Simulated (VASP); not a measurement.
# Mo (I4/mmm) in VASP: further runs, part 2 of 2

VASP 6.6.1. The steps go on from the part before.

### Step 3. Single point, PBEsol (strain +0.015 along x and y, +0.000 along z)

INCAR

```
PREC     = Accurate       # precision mode
ENCUT    = 500            # plane-wave cutoff, eV
EDIFF    = 1E-6           # SCF threshold, eV
ISMEAR   = 0              # smearing method
SIGMA    = 0.15           # smearing width, eV
LREAL    = F              # projectors in reciprocal space
LASPH    = T              # aspherical terms in the spheres
NELM     = 120            # most SCF steps
ALGO     = Normal         # electronic algorithm
ISIF     = 2              # what is computed and relaxed
LWAVE    = F              # write WAVECAR
LCHARG   = F              # write CHGCAR
GGA      = PS             # functional
NBANDS   = 13             # bands
GGA_COMPAT= F
```

KPOINTS

```
regular mesh
0
Gamma
  22 22 22
```

POSCAR

```
Mo
1.0
   -1.5945650000      1.5945650000      1.5710000000
    1.5945650000     -1.5945650000      1.5710000000
    1.5945650000      1.5945650000     -1.5710000000
Mo
1
Direct
    0.0000000000      0.0000000000      0.0000000000
```

Potentials or basis: VASP PAW PBE potentials, release 64 (Mo_sv).

Launch:

```console
cat potpaw_PBE.64/Mo_sv/POTCAR > POTCAR
mpirun -np 1 vasp_std > vasp.out
```

OUTCAR:

```text
PREC = Accurate
   ENCUT = 500
   EDIFF = 1E-6
   ISMEAR = 0
   LREAL = F
   LASPH = T
   NELM = 120
   ISIF = 2
   GGA = PS

 ion  position               nearest neighbor table
   1  0.000  0.000  0.000-

  LATTYP: Found a body centered tetragonal cell.
 ALAT       =     3.1891300000
 C/A-ratio  =     0.9852216749

  Lattice vectors:

 A1 = (  -1.5945650000,   1.5945650000,   1.5710000000)
 A2 = (   1.5945650000,  -1.5945650000,   1.5710000000)
[... 563 lines left out ...]
     13      29.5338      0.00000

 [... further k-points ...]

------------------------ aborting loop because EDIFF is reached ----------------------------------------

  FORCE on cell =-STRESS in cart. coord.  units (eV):
  Direction    XX          YY          ZZ          XY          YZ          ZX
  --------------------------------------------------------------------------------------
  -------------------------------------------------------------------------------------
  Total       -1.1547885     -1.1547885     -0.7238622      0.0000000      0.0000000      0.0000000
  in kB     -115.7956899   -115.7956899    -72.5848319      0.0000000      0.0000000      0.0000000
  external PRESSURE =    -101.3920706 kB  Pullay stress =       0.0000000 kB

 VOLUME and BASIS-vectors are now :
 -----------------------------------------------------------------------------
  energy-cutoff  :      500.00
  volume of cell :       15.98
      direct lattice vectors                 reciprocal lattice vectors
    -1.594565000  1.594565000  1.571000000     0.000000000  0.313565142  0.318268619
     1.594565000 -1.594565000  1.571000000     0.313565142  0.000000000  0.318268619
     1.594565000  1.594565000 -1.571000000     0.313565142  0.313565142  0.000000000

 POSITION                                       TOTAL-FORCE (eV/Angst)
 -----------------------------------------------------------------------------------
      0.00000      0.00000      0.00000         0.000000      0.000000      0.000000
 -----------------------------------------------------------------------------------
    total drift:                                0.000000     -0.000000      0.000000

  FREE ENERGIE OF THE ION-ELECTRON SYSTEM (eV)
  ---------------------------------------------------
  free  energy   TOTEN  =       -11.7582347206 eV

  energy  without entropy=      -11.7505874834  energy(sigma->0) =      -11.75441110
```

Run time: 2.8 min. Hardware: 1 thread of Intel Xeon 8259CL, shared host; peak memory 0.25 GiB.

What came out:

| Quantity | Value |
| --- | --- |
| Free energy | -11.7582 eV |
| Pressure | -10.1 GPa |
| Band gap on the k mesh | zero (bands 7 and 8 overlap by 5.16 eV) |

Caveat: the cell differs from its parent crystal (strain +0.015 along x and y, +0.000 along z); the cell stands under tension; the PAW data sets were made with another functional, which shifts forces and pressure a little.

### Step 4. Single point, PBEsol (strain +0.030 along x and y, -0.015 along z)

INCAR

```
ALGO     = Normal         # electronic algorithm
EDIFF    = 1E-6           # SCF threshold, eV
ENCUT    = 500            # plane-wave cutoff, eV
GGA      = PS             # functional
GGA_COMPAT= F            
ISIF     = 2              # what is computed and relaxed
ISMEAR   = 0              # smearing method
LASPH    = T              # aspherical terms in the spheres
LCHARG   = F              # write CHGCAR
LREAL    = F              # projectors in reciprocal space
LWAVE    = F              # write WAVECAR
NBANDS   = 13             # bands
NELM     = 120            # most SCF steps
PREC     = Accurate       # precision mode
SIGMA    = 0.15           # smearing width, eV
```

KPOINTS

```
k-points
0
Gamma
  22 22 22
```

POSCAR

```
Mo
1.0
   -1.6181300000      1.6181300000      1.5474350000
    1.6181300000     -1.6181300000      1.5474350000
    1.6181300000      1.6181300000     -1.5474350000
Mo
1
Direct
    0.0000000000      0.0000000000      0.0000000000
```

Launch:

```console
cat potpaw_PBE.64/Mo_sv/POTCAR > POTCAR
mpirun -np 1 vasp_std > vasp.out
```

Wall time 3 min (1 thread of Intel Xeon 8259CL, shared host); peak memory 0.26 GiB.

It converged, with:

| Property | Result |
| --- | --- |
| Free energy | -11.7246 eV |
| Pressure | -13.2 GPa |
| Band gap on the k mesh | zero (bands 7 and 8 overlap by 5.00 eV) |

Stress tensor (GPa, compression positive):
```
-17.39   0.00   0.00
  0.00 -17.39   0.00
  0.00   0.00  -4.73
```

Levels at points of the mesh, in eV from the Fermi level:
```
           k point  band 4  band 5  band 6  band 7  band 8  band 9  band 10  band 11
(0.00, 0.00, 0.00)  -34.53   -7.15   -1.60   -1.10   -1.10    1.25     1.90    14.51
(0.50, 0.00, 0.00)  -34.57   -5.14   -3.39    1.62    1.66    2.48     4.56    11.25
(0.50, 0.50, 0.00)  -34.53   -5.09   -2.86    1.19    1.26    2.01     4.48    10.82
(0.50, 0.50, 0.50)  -35.32   -5.23   -5.12    3.78    3.78    3.93     8.38     8.38
```

Caveat: the cell differs from its parent crystal (strain +0.030 along x and y, -0.015 along z); the cell stands under tension; the PAW data sets were made with another functional, which shifts forces and pressure a little.

### Step 5. Single point, PBEsol (strain +0.030 along x and y, +0.000 along z)

INCAR

```
PREC = Accurate
ENCUT = 500
EDIFF = 1E-6
ISMEAR = 0
SIGMA = 0.15
LREAL = False
LASPH = True
NELM = 120
ALGO = Normal
ISIF = 2
LWAVE = False
LCHARG = False
GGA = PS
NBANDS = 13
GGA_COMPAT = False
```

KPOINTS

```
Automatic mesh
0
Gamma
  22 22 22
```

POSCAR

```
Mo
1.0
   -1.6181300000      1.6181300000      1.5710000000
    1.6181300000     -1.6181300000      1.5710000000
    1.6181300000      1.6181300000     -1.5710000000
Mo
1
Direct
    0.0000000000      0.0000000000      0.0000000000
```

Launch:

```console
cat potpaw_PBE.64/Mo_sv/POTCAR > POTCAR
mpirun -np 1 vasp_std > vasp.out
```

Run time: 2.9 min. Hardware: 1 thread of Intel Xeon 8259CL, shared host; peak memory 0.26 GiB.

The run converged. Its results:

```yaml
Free_energy: -11.7123 eV
Pressure: -16.5 GPa
Band_gap_on_the_k_mesh: zero (bands 7 and 8 overlap by 4.88 eV)
```

Stress tensor (GPa, compression positive):
```
-19.23   0.00   0.00
  0.00 -19.23   0.00
  0.00   0.00 -11.15
```

Levels at points of the mesh, in eV from the Fermi level:
```tsv
k point	band 5	band 6	band 7	band 8	band 9	band 10
(0.00, 0.00, 0.00)	-7.09	-1.46	-1.14	-1.14	1.36	1.77
(0.50, 0.00, 0.00)	-5.04	-3.26	1.53	1.64	2.31	4.46
(0.50, 0.50, 0.00)	-5.01	-2.92	1.30	1.31	2.04	4.40
(0.50, 0.50, 0.50)	-5.10	-5.03	3.71	3.71	3.81	8.40
```

Caveat: the cell differs from its parent crystal (strain +0.030 along x and y, +0.000 along z); the cell stands under tension; the PAW data sets were made with another functional, which shifts forces and pressure a little.

### Step 6. The runs side by side

| cell | gap on the mesh (eV) | pressure (GPa) |
| --- | --- | --- |
| a = 2.749 Å, angles 107.9, 107.9, 112.7°, 1 atom | none | -9.5 |
| a = 2.748 Å, angles 109.1, 109.1, 110.3°, 1 atom | none | -10.1 |
| a = 2.762 Å, angles 108.3, 108.3, 111.9°, 1 atom | none | -13.2 |
| a = 2.776 Å, angles 108.7, 108.7, 111.1°, 1 atom | none | -16.5 |

Alike in all rows: task single point; level PBEsol; potentials or basis VASP PAW PBE potentials, release 64 (Mo_sv); no spin polarisation; k mesh 22 × 22 × 22; cutoff (eV) 500; smearing gaussian 0.15 eV.

Caveats: the cell stands under tension; the PAW data sets were made with another functional, which shifts forces and pressure a little.

Total energies depend on the potentials used, so only differences within one code and one set of settings carry meaning.
